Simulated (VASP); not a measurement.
Runs of VASP 6.6.1 on AlN. The structure is that of space group F-43m (No. 216), or close to it. The cells are those of the table. 

```tsv
task	cell	gap on the mesh (eV)	pressure (GPa)
relaxation of cell and atoms	relaxed from a = 3.089 Å, angles 60.0°, 2 atoms	3.54	0.0
single point	a = 2.955 Å, angles 60.0°, 2 atoms	3.61	31.1
relaxation of cell and atoms	relaxed to 30 GPa from a = 3.089 Å, angles 60.0°, 2 atoms	3.61	30.0
single point	a = 2.988 Å, angles 60.0°, 2 atoms	3.59	(a)
relaxation of cell and atoms	relaxed to 20 GPa from a = 3.089 Å, angles 60.0°, 2 atoms	3.59	20.0
```

Alike in all rows: level LDA; potentials or basis VASP PAW LDA potentials, release 64 (Al, N); no spin polarisation; k mesh 7 × 7 × 7; cutoff (eV) 600; smearing gaussian 0.01 eV.

Question: Fill in the values left out.

Answer: (a) 20.9.

Caveats: the cell is relaxed towards a set pressure, so the enthalpy falls and the energy may rise (some runs).

A k mesh can miss the band edges.
